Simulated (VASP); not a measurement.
# Ba2O (antifluorite type) (Fm-3m) in VASP: notebook

The runs below take Ba2O (antifluorite type) through single point, with PBE.

Program: VASP 6.6.1. These are calculated values, not measurements. Logs are shortened: lines on timing, memory, paths and dates and some standing lists are left out, and cuts for length are marked.

## Step 1: The cell of the first run

Symmetry: Fm-3m, No. 225, cubic system. Conventional cell: a = 6.880 Å, b = 6.880 Å, c = 6.880 Å, α = 90.00°, β = 90.00°, γ = 90.00°. Within 3.9 Å of Ba (site symmetry -43m) lie 4 O at 2.98 Å and 6 Ba at 3.44 Å. O (site symmetry m-3m) has 8 Ba at 2.98 Å within 3.9 Å.

## Step 2: Single point, PBE

INCAR

```
SYSTEM = Ba2O
  PREC = Accurate
  ENCUT = 520
  EDIFF = 1E-7
  ISMEAR = -1
  SIGMA = 0.06122561905347299
  LREAL = .FALSE.
  LASPH = .TRUE.
  NELM = 80
  ALGO = Normal
  ISIF = 2
  LWAVE = .FALSE.
  LCHARG = .FALSE.
  GGA = PE
  NBANDS = 20
```

KPOINTS

```
Automatic mesh
0
G
  10 10 10
  0 0 0
```

POSCAR

```
Ba2O
1.0
    0.0000000000      3.4398065992      3.4398065992
    3.4398065992      0.0000000000      3.4398065992
    3.4398065992      3.4398065992      0.0000000000
Ba O
2 1
Direct
    0.2500000000      0.2500000000      0.2500000000
    0.7500000000      0.7500000000      0.7500000000
    0.0000000000      0.0000000000      0.0000000000
```

Potentials or basis: VASP PAW PBE potentials, release 64 (Ba_sv, O).

Launch:

```sh
$ cat potpaw_PBE.64/Ba_sv/POTCAR potpaw_PBE.64/O/POTCAR > POTCAR
$ mpirun -np 1 vasp_std > vasp.out
```

OUTCAR:

```text
SYSTEM = Ba2O
   PREC = Accurate
   ENCUT = 520
   EDIFF = 1E-7
   ISMEAR = -1
   LREAL = .FALSE.
   LASPH = .TRUE.
   NELM = 80
   ISIF = 2
   GGA = PE

 ion  position               nearest neighbor table
   1  0.250  0.250  0.250-   3 2.98   3 2.98   3 2.98   3 2.98   2 3.44   2 3.44   2 3.44   2 3.44
                             2 3.44   2 3.44
   2  0.750  0.750  0.750-   3 2.98   3 2.98   3 2.98   3 2.98   1 3.44   1 3.44   1 3.44   1 3.44
                             1 3.44   1 3.44
   3  0.000  0.000  0.000-   2 2.98   2 2.98   2 2.98   1 2.98   2 2.98   1 2.98   1 2.98   1 2.98

  LATTYP: Found a face centered cubic cell.
 ALAT       =     6.8796131984

  Lattice vectors:

 A1 = (   0.0000000000,   3.4398065992,   3.4398065992)
 A2 = (   3.4398065992,   0.0000000000,   3.4398065992)
 A3 = (   3.4398065992,   3.4398065992,   0.0000000000)

Analysis of symmetry for initial positions (statically):
=====================================================================
 Subroutine PRICEL returns:
 Original cell was already a primitive cell.

 Routine SETGRP: Setting up the symmetry group for a
 face centered cubic supercell.

 Subroutine GETGRP returns: Found 48 space group operations
 (whereof 48 operations were pure point group operations)
 out of a pool of 48 trial point group operations.

The static configuration has the point symmetry O_h .

Analysis of symmetry for dynamics (positions and initial velocities):
=====================================================================
 Subroutine PRICEL returns:
 Original cell was already a primitive cell.

 Routine SETGRP: Setting up the symmetry group for a
 face centered cubic supercell.

 Subroutine GETGRP returns: Found 48 space group operations
 (whereof 48 operations were pure point group operations)
 out of a pool of 48 trial point group operations.

The dynamic configuration has the point symmetry O_h .

 Subroutine INISYM returns: Found 48 space group operations
 (whereof 48 operations are pure point group operations),
 and found     1 'primitive' translations

----------------------------------------------------------------------------------------

                                     Primitive cell

  volume of cell :      81.4014

  direct lattice vectors                    reciprocal lattice vectors
     0.000000000  3.439806599  3.439806599    -0.145357009  0.145357009  0.145357009
     3.439806599  0.000000000  3.439806599     0.145357009 -0.145357009  0.145357009
     3.439806599  3.439806599  0.000000000     0.145357009  0.145357009 -0.145357009

  length of vectors
     4.864621145  4.864621145  4.864621145     0.251765725  0.251765725  0.251765725

  position of ions in fractional coordinates (direct lattice)
     0.250000000  0.250000000  0.250000000
     0.750000000  0.750000000  0.750000000
     0.000000000  0.000000000  0.000000000

  ion indices of the primitive-cell ions
   primitive index   ion index
                 1           1
                 2           2
                 3           3

----------------------------------------------------------------------------------------

 KPOINTS: Automatic mesh

Automatic generation of k-mesh.
 Grid dimensions read from file:
 generate k-points for:   10   10   10

 Generating k-lattice:

  Cartesian coordinates                     Fractional coordinates (reciprocal lattice)
    -0.014535701  0.014535701  0.014535701     0.100000000  0.000000000  0.000000000
     0.014535701 -0.014535701  0.014535701     0.000000000  0.100000000  0.000000000
     0.014535701  0.014535701 -0.014535701     0.000000000  0.000000000  0.100000000

  Length of vectors
     0.025176573  0.025176573  0.025176573

  Shift w.r.t. Gamma in fractional coordinates (k-lattice)
     0.000000000  0.000000000  0.000000000

 Subroutine IBZKPT returns following result:
 ===========================================

 Found     47 irreducible k-points:

 Following reciprocal coordinates:
            Coordinates               Weight
  0.000000  0.000000  0.000000      1.000000
  0.100000  0.000000  0.000000      8.000000
  0.200000  0.000000  0.000000      8.000000
  0.300000  0.000000  0.000000      8.000000
  0.400000  0.000000  0.000000      8.000000
  0.500000  0.000000  0.000000      4.000000
[... 16 lines left out ...]
  0.300000  0.300000  0.000000      6.000000
  0.400000  0.300000  0.000000     24.000000
 [... further k-points ...]
   k-points           NKPTS =     47   k-points in BZ     NKDIM =     47   number of bands    NBANDS=     20
   number of dos      NEDOS =    301   number of ions     NIONS =      3
   total plane-waves  NPLWV =  46656
   dimension x,y,z NGX =    36 NGY =   36 NGZ =   36
   dimension x,y,z NGXF=    72 NGYF=   72 NGZF=   72
   ions per type =               2   1
   NGX,Y,Z   is equivalent  to a cutoff of  12.30, 12.30, 12.30 a.u.
   NGXF,Y,Z  is equivalent  to a cutoff of  24.61, 24.61, 24.61 a.u.
 SYSTEM =  Ba2O
   PREC   = accura    normal or accurate (medium, high low for compatibility)
   ISTART =      0    job   : 0-new  1-cont  2-samecut
   ICHARG =      2    charge: 1-file 2-atom 10-const
   ISPIN  =      1    spin polarized calculation?
   LNONCOLLINEAR =      F non collinear calculations
   LSORBIT =      F    spin-orbit coupling
   LASPH  =      T    aspherical Exc in radial PAW
   ENCUT  =  520.0 eV  38.22 Ry    6.18 a.u.   9.04  9.04  9.04*2*pi/ulx,y,z
   NELM   =     80;   NELMIN=  2; NELMDL= -5     # of ELM steps
   EDIFF  = 0.1E-06   stopping-criterion for ELM
   LREAL  =      F    real-space projection
   EDIFFG = 0.1E-05   stopping-criterion for IOM
   NSW    =      0    number of steps for IOM
   IBRION =     -1    ionic relax: 0-MD 1-quasi-New 2-CG
   NFREE  =      0    steps in history (QN), initial steepest desc. (CG)
   ISIF   =      2    stress and relaxation
   ISYM   =      2    0-nonsym 1-usesym 2-fastsym
   POTIM  = 0.5000    time-step for ionic-motion
   TEBEG  =    0.0;   TEEND  =   0.0 temperature during run
   PSTRESS=    0.0 pullay stress
   NELECT =      26.0000    total number of electrons
   NUPDOWN=      -1.0000    fix difference up-down
   EMIN   =  10.00;   EMAX   =-10.00  energy-range for DOS
   EFERMI =   0.00;   METHOD = LEGACY
   ISMEAR =    -1;   SIGMA  =   0.06  broadening in eV -4-tet -1-fermi 0-gaus
   EFERMI_NEDOS =   21; number of points for ismear=-14 and -15
   IALGO  =     38    algorithm
   IMIX   =      4    mixing-type and parameters
     AMIX     =   0.40;   BMIX     =  1.00
     AMIX_MAG =   1.60;   BMIX_MAG =  1.00
  volume/ion in A,a.u.               =      27.13       183.11
  Fermi-wavevector in a.u.,A,eV,Ry     =   1.119065  2.114726 17.038660  1.252306
  Thomas-Fermi vector in A             =   2.255701
   LORBIT       =      0    0 simple, 1 ext, 2 COOP (PROOUT), +10 PAW based schemes
   GGA     = PE    functional components
   LHFCALC =     F    Hartree Fock is set to
   AEXX    =    0.0000 exact exchange contribution
   IVDW    =     0    specifies the selected vdW correction
   LEPSILON=     F    determine dielectric tensor
   LRPA    =     F    only Hartree local field effects (RPA)
 non-spin polarized calculation
  energy-cutoff  :      520.00
  volume of cell :       81.40
 maximum number of plane-waves:      2210
   NGX = 19   NGY = 19   NGZ = 19

 number of electron      26.0000002 magnetization

 Free energy of the ion-electron system (eV)
  ---------------------------------------------------
  ext. energy  EPLUGINS =         0.00000000
  ---------------------------------------------------
  free energy    TOTEN  =       -12.01525986 eV

  energy without entropy =      -11.98613095  energy(sigma->0) =      -12.00069541

 E-fermi :   4.0542     XC(G=0):  -9.4732

 val. band max:        4.0172382917   @ k =  -0.3000   0.1000   0.0000
 cond. band min:       4.0754537619   @ k =   0.3000   0.2000   0.0000
 fundamental gap:      0.0582154702
 Fermi energy:         4.0542409790

 k-point     1 :       0.0000    0.0000    0.0000
  band No.  band energies     occupation
      1     -25.1051      2.00000
      2     -24.3406      2.00000
      3     -13.3647      2.00000
      4     -10.6054      2.00000
      5     -10.6054      2.00000
      6     -10.6054      2.00000
[... 12 lines left out ...]
     19      11.0976      0.00000
     20      11.0976      0.00000

 k-point     2 :       0.1000    0.0000    0.0000
  band No.  band energies     occupation
      1     -25.0862      2.00000
      2     -24.3592      2.00000
      3     -13.3878      2.00000
      4     -10.5913      2.00000
      5     -10.5821      2.00000
      6     -10.5821      2.00000
[... 12 lines left out ...]
     19      10.8826      0.00000
     20      10.9639      0.00000

 k-point     3 :       0.2000    0.0000    0.0000
  band No.  band energies     occupation
      1     -25.0314      2.00000
      2     -24.4131      2.00000
      3     -13.4503      2.00000
      4     -10.5341      2.00000
      5     -10.5121      2.00000
      6     -10.5121      2.00000
[... 12 lines left out ...]
     19      10.2973      0.00000
     20      10.3012      0.00000

 k-point     4 :       0.3000    0.0000    0.0000
  band No.  band energies     occupation
      1     -24.9462      2.00000
      2     -24.4971      2.00000
      3     -13.5307      2.00000
      4     -10.4157      2.00000
      5     -10.3964      2.00000
      6     -10.3964      2.00000
[... 12 lines left out ...]
     19       9.5315      0.00000
     20       9.5323      0.00000

 k-point     5 :       0.4000    0.0000    0.0000
  band No.  band energies     occupation
      1     -24.8392      2.00000
      2     -24.6031      2.00000
      3     -13.5977      2.00000
      4     -10.2527      2.00000
      5     -10.2380      2.00000
      6     -10.2380      2.00000
[... 12 lines left out ...]
     19       8.5863      0.00000
     20       8.6013      0.00000

 k-point     6 :       0.5000    0.0000    0.0000
  band No.  band energies     occupation
      1     -24.7222      2.00000
      2     -24.7197      2.00000
      3     -13.6236      2.00000
      4     -10.1489      2.00000
      5     -10.0608      2.00000
      6     -10.0608      2.00000
[... 12 lines left out ...]
     19       7.5275      0.00000
     20       7.5275      0.00000

 k-point     7 :       0.1000    0.1000    0.0000
  band No.  band energies     occupation
      1     -25.0804      2.00000
      2     -24.3646      2.00000
      3     -13.3960      2.00000
      4     -10.6411      2.00000
      5     -10.6411      2.00000
      6     -10.4554      2.00000
[... 12 lines left out ...]
     19      10.7533      0.00000
     20      10.7535      0.00000
[... 277 lines left out ...]
 k-point    20 :      -0.4000    0.2000    0.0000
  band No.  band energies     occupation
      1     -24.7414      2.00000
      2     -24.6923      2.00000
      3     -13.6867      2.00000
      4     -10.7746      2.00000
      5     -10.4144      2.00000
      6     -10.1574      2.00000
[... 12 lines left out ...]
     19       8.1150      0.00000
     20       8.4506      0.00000

 k-point    21 :      -0.3000    0.2000    0.0000
  band No.  band energies     occupation
      1     -24.8394      2.00000
      2     -24.5970      2.00000
      3     -13.6428      2.00000
      4     -10.8190      2.00000
      5     -10.1850      2.00000
      6     -10.0004      2.00000
[... 12 lines left out ...]
     19       7.5735      0.00000
     20       8.2466      0.00000

 k-point    22 :      -0.2000    0.2000    0.0000
  band No.  band energies     occupation
      1     -24.9261      2.00000
      2     -24.5139      2.00000
      3     -13.5689      2.00000
      4     -10.7959      2.00000
      5     -10.1930      2.00000
      6     -10.1213      2.00000
[... 12 lines left out ...]
     19       8.6727      0.00000
     20       8.7684      0.00000

 k-point    23 :       0.3000    0.3000    0.0000
  band No.  band energies     occupation
      1     -24.9309      2.00000
      2     -24.5012      2.00000
      3     -13.6155      2.00000
      4     -10.8395      2.00000
      5     -10.8395      2.00000
      6     -10.2970      2.00000
[... 12 lines left out ...]
     19       7.2715      0.00000
     20       9.3509      0.00000

 k-point    24 :       0.4000    0.3000    0.0000
  band No.  band energies     occupation
      1     -24.8803      2.00000
      2     -24.5470      2.00000
      3     -13.6834      2.00000
      4     -10.8615      2.00000
      5     -10.8526      2.00000
      6     -10.4556      2.00000
[... 12 lines left out ...]
     19       7.8835      0.00000
     20       8.9223      0.00000

 [... further k-points ...]

------------------------ aborting loop because EDIFF is reached ----------------------------------------

  FORCE on cell =-STRESS in cart. coord.  units (eV):
  Direction    XX          YY          ZZ          XY          YZ          ZX
  --------------------------------------------------------------------------------------
  -------------------------------------------------------------------------------------
  Total        0.3653290      0.3653290      0.3653290     -0.0000000      0.0000000     -0.0000000
  in kB        7.1905583      7.1905583      7.1905583     -0.0000000      0.0000000     -0.0000000
  external PRESSURE =       7.1905583 kB  Pullay stress =       0.0000000 kB

 VOLUME and BASIS-vectors are now :
 -----------------------------------------------------------------------------
  energy-cutoff  :      520.00
  volume of cell :       81.40
      direct lattice vectors                 reciprocal lattice vectors
     0.000000000  3.439806599  3.439806599    -0.145357009  0.145357009  0.145357009
     3.439806599  0.000000000  3.439806599     0.145357009 -0.145357009  0.145357009
     3.439806599  3.439806599  0.000000000     0.145357009  0.145357009 -0.145357009

 POSITION                                       TOTAL-FORCE (eV/Angst)
 -----------------------------------------------------------------------------------
      1.71990      1.71990      1.71990        -0.000000     -0.000000     -0.000000
      5.15971      5.15971      5.15971         0.000000      0.000000      0.000000
      0.00000      0.00000      0.00000        -0.000000     -0.000000      0.000000
 -----------------------------------------------------------------------------------
    total drift:                                0.000000      0.000000      0.000000

  FREE ENERGIE OF THE ION-ELECTRON SYSTEM (eV)
  ---------------------------------------------------
  free  energy   TOTEN  =       -12.0152598627 eV

  energy  without entropy=      -11.9861309524  energy(sigma->0) =      -12.00069541
```

Run time: 98 s. Hardware: 1 thread of Intel Xeon Platinum 8375C at 2.90GHz (Ice Lake), shared host; peak memory 0.24 GiB.

Results:

- Free energy: -12.0153 eV
- Pressure: 0.7 GPa
- Band gap on the k mesh: zero (bands 13 and 14 overlap by 0.54 eV)

Caveat: spin-orbit coupling is left out, which moves the levels of the heavy elements.

## Step 3: Single point, PBE

This run uses another cell than the first one, of 27.67 Å³/atom.

INCAR

```
SYSTEM = Ba2O
PREC = Accurate ; ENCUT = 520
EDIFF = 1E-6 ; ISMEAR = -1
SIGMA = 0.06122561905347299 ; LREAL = .FALSE.
LASPH = .TRUE. ; NELM = 80
ALGO = Normal ; ISIF = 2
LWAVE = .FALSE. ; LCHARG = .FALSE.
GGA = PE ; NBANDS = 20
```

KPOINTS

```
regular mesh
0
G
  10 10 10
  0 0 0
```

POSCAR

```
Ba2O
1.0
    0.0000000000      3.4621436316      3.4621436316
    3.4621436316      0.0000000000      3.4621436316
    3.4621436316      3.4621436316      0.0000000000
Ba O
2 1
Direct
    0.2500000000      0.2500000000      0.2500000000
    0.7500000000      0.7500000000      0.7500000000
    0.0000000000      0.0000000000      0.0000000000
```

Potentials or basis: VASP PAW PBE potentials, release 64 (Ba_sv, O).

Launch:

```sh
$ cat potpaw_PBE.64/Ba_sv/POTCAR potpaw_PBE.64/O/POTCAR > POTCAR
$ mpirun -np 1 vasp_std > vasp.out
```

Wall time 1.8 min (1 thread of Intel Xeon Platinum 8375C at 2.90GHz (Ice Lake), shared host); peak memory 0.24 GiB.

Results (log left out):

- Free energy: -12.0194 eV
- Pressure: 0.0 GPa
- Band gap on the k mesh: zero (bands 13 and 14 overlap by 0.51 eV)

Levels at points of the mesh, in eV from the Fermi level:
```csv
k point,band 11,band 12,band 13,band 14,band 15,band 16
"(0.00, 0.00, 0.00)",-3.95,-3.95,-1.19,-0.44,-0.44,1.79
"(0.50, 0.00, 0.00)",-3.37,-3.15,0.06,1.79,1.79,2.93
"(0.50, 0.50, 0.00)",-3.02,-3.02,-1.15,0.43,1.14,1.78
```

Caveat: spin-orbit coupling is left out, which moves the levels of the heavy elements.

## Step 4: Single point, PBE

This run uses another cell than the first one, of 28.20 Å³/atom.

INCAR

```
SYSTEM = Ba2O
  PREC = Accurate
  ENCUT = 520
  EDIFF = 1E-6
  ISMEAR = -1
  SIGMA = 0.06122561905347299
  LREAL = .False.
  LASPH = .True.
  NELM = 100
  ALGO = Normal
  ISIF = 2
  LWAVE = .False.
  LCHARG = .False.
  GGA = PE
  NBANDS = 20
```

KPOINTS

```
Automatic mesh
0
Gamma
  10 10 10
  0 0 0
```

POSCAR

```
Ba2O
1.0
    0.0000000000      3.4841960964      3.4841960964
    3.4841960964      0.0000000000      3.4841960964
    3.4841960964      3.4841960964      0.0000000000
Ba O
2 1
Direct
    0.2500000000      0.2500000000      0.2500000000
    0.7500000000      0.7500000000      0.7500000000
    0.0000000000      0.0000000000      0.0000000000
```

Launch:

```sh
$ cat potpaw_PBE.64/Ba_sv/POTCAR potpaw_PBE.64/O/POTCAR > POTCAR
$ mpirun -np 1 vasp_std > vasp.out
```

Run time: 2.4 min. Hardware: 1 thread of Intel Xeon Platinum 8375C at 2.90GHz (Ice Lake), shared host; peak memory 0.27 GiB.

The run converged. Its results:

```yaml
Free_energy: -12.0169 eV
Pressure: -0.6 GPa
Band_gap_on_the_k_mesh: zero (bands 13 and 14 overlap by 0.48 eV)
```

Levels at points of the mesh, in eV from the Fermi level:
```tsv
k point	band 11	band 12	band 13	band 14	band 15	band 16
(0.00, 0.00, 0.00)	-3.87	-3.87	-1.23	-0.41	-0.41	1.77
(0.50, 0.00, 0.00)	-3.32	-3.12	0.06	1.77	1.77	2.83
(0.50, 0.50, 0.00)	-2.97	-2.97	-1.12	0.44	1.11	1.73
```

Caveat: spin-orbit coupling is left out, which moves the levels of the heavy elements.

## Step 5: Overview

| cell | gap on the mesh (eV) | pressure (GPa) |
| --- | --- | --- |
| a = 4.865 Å, angles 60.0°, 3 atoms | none | 0.7 |
| a = 4.896 Å, angles 60.0°, 3 atoms | none | 0.0 |
| a = 4.927 Å, angles 60.0°, 3 atoms | none | -0.6 |

Alike in all rows: task single point; level PBE; potentials or basis VASP PAW PBE potentials, release 64 (Ba_sv, O); no spin polarisation; k mesh 10 × 10 × 10; cutoff (eV) 520; smearing fermi-dirac 0.0612256 eV.

Caveats: spin-orbit coupling is left out, which moves the levels of the heavy elements.

Total energies depend on the potentials used, so only differences within one code and one set of settings carry meaning.
